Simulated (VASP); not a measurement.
SiNi: single point with PBEsol

The system is SiNi.

```
CELL_PARAMETERS angstrom
2.92302 0.00000 0.00000
0.00000 3.25831 0.00000
0.00000 0.00000 4.64605
ATOMIC_POSITIONS crystal
Ni 0.50000 0.50000 0.34250
Ni 0.00000 0.00000 0.65750
Si 0.50000 0.50000 0.84314
Si 0.00000 0.00000 0.15686
```

```json
{"Program": "VASP 6.6.1", "Task": "single point", "Functional": "PBEsol", "Potentials or basis": "VASP PAW PBE potentials, release 64 (Ni, Si)", "Cutoff": "520 eV", "k mesh": "9 × 8 × 6", "Occupations": "fermi-dirac, width 0.05 eV", "Spin": "collinear spin, ferromagnetic start", "Starting moments": "[1.0, 1.0, 0.0, 0.0] μB"}
```

```json
{"Pressure": "4.8 GPa", "Largest force": "0.129 eV/Å", "Band gap on the k mesh": "zero (filled and empty bands overlap)", "Net moment": "0.00 μB per cell", "Valence electrons inside the program's atomic spheres": "Ni 9.65; Si 1.63"}
```

Forces in eV/Å, atoms in the order of the input:
```
Ni   0.000  0.000  0.129
Ni   0.000  0.000 -0.129
Si   0.000  0.000 -0.057
Si   0.000  0.000  0.057
```

Stress tensor (GPa, compression positive):
```
4.30 0.00 0.00
0.00 5.03 0.00
0.00 0.00 4.98
```

Levels at points of the mesh, in eV from the Fermi level:
Spin up:
| k point | band 11 | band 12 | band 13 | band 14 | band 15 | band 16 | band 17 | band 18 |
| --- | --- | --- | --- | --- | --- | --- | --- | --- |
| (0.00, 0.00, 0.00) | -2.42 | -2.12 | -2.09 | -1.40 | 1.27 | 2.81 | 5.29 | 5.63 |
| (0.00, 0.50, 0.00) | -2.35 | -2.35 | -2.27 | -2.27 | 1.20 | 1.20 | 5.09 | 5.09 |
| (0.00, 0.00, 0.50) | -2.80 | -2.17 | 1.12 | 1.62 | 2.00 | 2.49 | 2.98 | 3.71 |
| (0.00, 0.50, 0.50) | -2.13 | -2.13 | -2.12 | -2.12 | 5.31 | 5.31 | 5.51 | 5.51 |
Spin down:
| k point | band 11 | band 12 | band 13 | band 14 | band 15 | band 16 | band 17 | band 18 |
| --- | --- | --- | --- | --- | --- | --- | --- | --- |
| (0.00, 0.00, 0.00) | -2.42 | -2.12 | -2.09 | -1.40 | 1.27 | 2.81 | 5.29 | 5.63 |
| (0.00, 0.50, 0.00) | -2.35 | -2.35 | -2.27 | -2.27 | 1.20 | 1.20 | 5.09 | 5.09 |
| (0.00, 0.00, 0.50) | -2.80 | -2.17 | 1.12 | 1.62 | 2.00 | 2.49 | 2.98 | 3.71 |
| (0.00, 0.50, 0.50) | -2.13 | -2.13 | -2.12 | -2.12 | 5.31 | 5.31 | 5.51 | 5.51 |

It took 74 s on 1 thread of Intel(R) Xeon(R) 6975P-C (Granite Rapids), on a shared host, peak memory 0.28 GiB.

Caveat: the cell stands under pressure; the moments typed at the start vanished in this run; the PAW data sets were made with another functional, which shifts forces and pressure a little.
